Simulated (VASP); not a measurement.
Runs of VASP 6.6.1 on HfC. The structure is that of space group P6_3/mmc (No. 194), or close to it. The cells are those of the table. 

```tsv
level	potentials or basis	spin	cell	gap on the mesh (eV)	pressure (GPa)
PBE	VASP PAW PBE potentials, release 64 (Hf_pv, C)	off	a = 3.288, b = 3.288, c = 5.148 Å, angles 90.0, 90.0, 120.0°, 4 atoms	none	9.7
LDA	VASP PAW LDA potentials, release 64 (Hf_pv, C)	off	a = 3.330, b = 3.330, c = 5.227 Å, angles 90.0, 90.0, 120.0°, 4 atoms	none	-11.7
PBE	VASP PAW PBE potentials, release 64 (Hf_pv, C)	off	a = 3.400, b = 3.400, c = 5.367 Å, angles 90.0, 90.0, 120.0°, 4 atoms	none	(c)
PBE	VASP PAW PBE potentials, release 64 (Hf_pv, C)	off	a = 3.350, b = 3.350, c = 5.268 Å, angles 90.0, 90.0, 120.0°, 4 atoms	none	(a)
PBE	VASP PAW PBE potentials, release 64 (Hf_pv, C)	off	a = 3.370, b = 3.370, c = 5.309 Å, angles 90.0, 90.0, 120.0°, 4 atoms	none	-9.1
PBE	VASP PAW PBE potentials, release 64 (Hf_pv, C)	non-collinear, zero start, SOC	a = 3.330, b = 3.330, c = 5.227 Å, angles 90.0, 90.0, 120.0°, 4 atoms	-	-0.7
PBE	VASP PAW PBE potentials, release 64 (Hf_pv, C)	off	a = 3.330, b = 3.330, c = 5.227 Å, angles 90.0, 90.0, 120.0°, 4 atoms	none	-0.7
PBEsol	VASP PAW PBE potentials, release 64 (Hf_pv, C)	off	a = 3.330, b = 3.330, c = 5.227 Å, angles 90.0, 90.0, 120.0°, 4 atoms	none	(b)
PBE	VASP PAW PBE potentials, release 64 (Hf_pv, C)	off	a = 3.309, b = 3.309, c = 5.188 Å, angles 90.0, 90.0, 120.0°, 4 atoms	none	4.2
PBE	VASP PAW PBE potentials, release 64 (Hf_pv, C)	off	a = 3.272, b = 3.272, c = 5.118 Å, angles 90.0, 90.0, 120.0°, 4 atoms	none	14.1
```

Alike in all rows: task single point; k mesh 12 × 12 × 8; cutoff (eV) 520; smearing gaussian 0.05 eV.

Estimate the missing entries.

(a) -5.1; (b) -7.2; (c) -14.4.

Caveats: spin-orbit coupling is left out, which moves the levels of the heavy elements (at least some runs); the cell stands under tension (at least some runs); the cell stands under pressure (at least some runs); the PAW data sets were made with another functional, which shifts forces and pressure a little (at least some runs).

A k mesh can miss the band edges, and rows without SOC leave out spin-orbit coupling on Hf.

A gap of «none» marks levels without a gap at the run's occupations.
